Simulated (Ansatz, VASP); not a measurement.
Given: the input of a run of VASP 6.6.1 on Zn.

INCAR

```
PREC = Accurate
ENCUT = 500
EDIFF = 1E-6
ISMEAR = -1
SIGMA = 0.05
LREAL = False
LASPH = True
NELM = 120
ALGO = Normal
ISIF = 2
LWAVE = False
LCHARG = False
GGA = PS
NBANDS = 12
GGA_COMPAT = False
```

Contents of KPOINTS:

```
Automatic mesh
0
Gamma
  12 12 12
```

File POSCAR:

```
Zn
1.0
    0.0000000000      1.9647760000      2.0040715200
    1.9647760000      0.0000000000      2.0040715200
    1.9647760000      1.9647760000      0.0000000000
Zn
1
Direct
    0.0000000000      0.0000000000      0.0000000000
```

Potentials or basis: VASP PAW PBE potentials, release 64 (Zn).

Command:

```console
$ cat potpaw_PBE.64/Zn/POTCAR > POTCAR
$ mpirun -np 1 vasp_std > vasp.out
```

Question: Set up the same calculation for Ansatz 0.2.0. Potentials there: all-electron LAPW, scalar-relativistic.

Answer: As run (the cutoff follows the program's own potentials):

input.yaml

```yaml
crystal:
  lattice:
    - [0.0, 1.964776, 2.00407152]
    - [1.964776, 0.0, 2.00407152]
    - [1.964776, 1.964776, 0.0]
  atoms:
    - { symbol: Zn, position: [0.0, 0.0, 0.0] }
kpoints:
  mp_grid: { grid: [12, 12, 12] }
scf:
  occupations: { method: fermi_dirac, width: 0.05 }
hamiltonian:
  xc: pbesol
  pseudopotentials: { kind: all_electron, lapw: { basis_error: 0.001 } }
output:
  forces: true
  stress: true
  eigenvalues: true
```

Potentials or basis: all-electron LAPW, scalar-relativistic.

Command:

```console
$ ansatz run input.yaml --threads 1 --pin off --max-ram 3072MiB --backend cpu --events-out ev --progress --plain --runs-dir out
```

Both were run:

|  | VASP | Ansatz | Ansatz less VASP |
| --- | --- | --- | --- |
| gap on the k mesh at the Fermi level (eV) | none | none | - |
| pressure (GPa) | -5.8 | -6.2 | -0.38 |
| traceless stress, the component that is largest in VASP (GPa) | -0.52 | -0.53 | -0.006 |

VASP's potentials were made for PBE, not for PBEsol. A gap of «none» marks a metal or a gap that the smearing closes. Ansatz ran all-electron here, and VASP with PAW potentials.
